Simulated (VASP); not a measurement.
TePd:

```xyz
2
Lattice="3.6311 0.0000 0.0000 0.0000 3.6311 0.0000 0.0000 0.0000 3.6311" Properties=species:S:1:pos:R:3 pbc="T T T"
Pd    0.0000    0.0000    0.0000
Te    1.8155    1.8155    1.8155
```

Base run:

* Program: VASP 6.6.1
* Functional: LDA
* Potentials or basis: VASP PAW LDA potentials, release 64 (Pd, Te)
* Cutoff: 500 eV
* k mesh: 7 × 7 × 7
* Occupations: fermi-dirac, width 0.05 eV
* Spin: no spin polarisation
* Hubbard terms: Pd d U = 5.0 eV

Its results: band gap on the k mesh zero (bands 8 and 9 overlap by 2.12 eV); pressure -17.7 GPa.

The run is repeated on the same cell with these changes: hubbard terms from Pd d U = 5.0 eV to none. What comes out?

Band gap on the k mesh zero (bands 8 and 9 overlap by 2.23 eV); pressure -16.5 GPa.

Caveats: the cell stands under tension; spin-orbit coupling is left out, which moves the levels of the heavy elements; U without spin polarisation on a metal has little footing (at least some runs); the U is typed as a test and isn't derived for this compound (at least some runs).
